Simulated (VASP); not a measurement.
A run of VASP 6.6.1 is set up as follows.

INCAR

```
ALGO     = Fast           # electronic algorithm
EDIFF    = 1E-6           # SCF threshold, eV
ENCUT    = 520            # plane-wave cutoff, eV
GGA      = PE             # functional
ISIF     = 2              # what is computed and relaxed
ISMEAR   = 0              # smearing method
LASPH    = True           # aspherical terms in the spheres
LCHARG   = False          # write CHGCAR
LREAL    = False          # projectors in reciprocal space
LWAVE    = False          # write WAVECAR
NBANDS   = 28             # bands
NELM     = 60             # most SCF steps
PREC     = Accurate       # precision mode
SIGMA    = 0.1            # smearing width, eV
```

The input KPOINTS:

```
k-points
0
Gamma
  6 6 37
```

POSCAR

```
Mo
1.0
    7.7354122168      0.0000000000      0.0000000000
   -3.8677061084      6.6990634885      0.0000000000
   -2.5784707389      0.0000000000      0.9131965061
Mo
3
Direct
    0.3333333333      0.6666666667      0.0000000000
    0.0000000000      0.0000000000      0.0000000000
    0.6666666667      0.3333333333      0.0000000000
```

Potentials or basis: VASP PAW PBE potentials, release 64 (Mo_sv).

Run with:

```console
$ cat potpaw_PBE.64/Mo_sv/POTCAR > POTCAR
$ mpirun -np 1 vasp_std > vasp.out
```

Question: Estimate the pressure.

Answer: 0.7 GPa.

Question: Predict the band gap on the k mesh.

Answer: Zero (bands 21 and 22 overlap by 2.48 eV).

Stress tensor (GPa, compression positive):
```
 1.10  0.00 -0.06
 0.00  0.85  0.00
-0.06  0.00  0.30
```
